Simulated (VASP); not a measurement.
A run of VASP 6.6.1 is set up as follows.

The input INCAR:

```
PREC = Accurate
ENCUT = 520
EDIFF = 1E-7
ISMEAR = 0
SIGMA = 0.05
LREAL = False
LASPH = True
NELM = 100
ALGO = Normal
ISIF = 2
LWAVE = False
LCHARG = False
GGA = PE
NBANDS = 14
```

The input KPOINTS:

```
regular mesh
0
Gamma
  8 8 8
```

File POSCAR:

```
NaCl
1.0
    0.0000000000      2.8459087500      2.8317500000
    2.8317500000      0.0000000000      2.8317500000
    2.8317500000      2.8459087500      0.0000000000
Na Cl
1 1
Direct
    0.0000000000      0.0000000000      0.0000000000
    0.5000000000      0.5000000000      0.5000000000
```

Potentials or basis: VASP PAW PBE potentials, release 64 (Na_pv, Cl).

Launch:

```console
$ cat potpaw_PBE.64/Na_pv/POTCAR potpaw_PBE.64/Cl/POTCAR > POTCAR
$ mpirun -np 1 vasp_std > vasp.out
```

**Question.** Estimate the pressure.

**Answer.** 0.3 GPa.

**Question.** Estimate the band gap on the k mesh.

**Answer.** 5.04 eV, direct.

Stress tensor (GPa, compression positive):
```
0.33 0.00 0.00
0.00 0.14 0.00
0.00 0.00 0.33
```

Caveat: the cell differs from its parent crystal (strain +0.0050 x Voigt [0, 1, 0, 0, 0, 0]). A k mesh can miss the band edges.
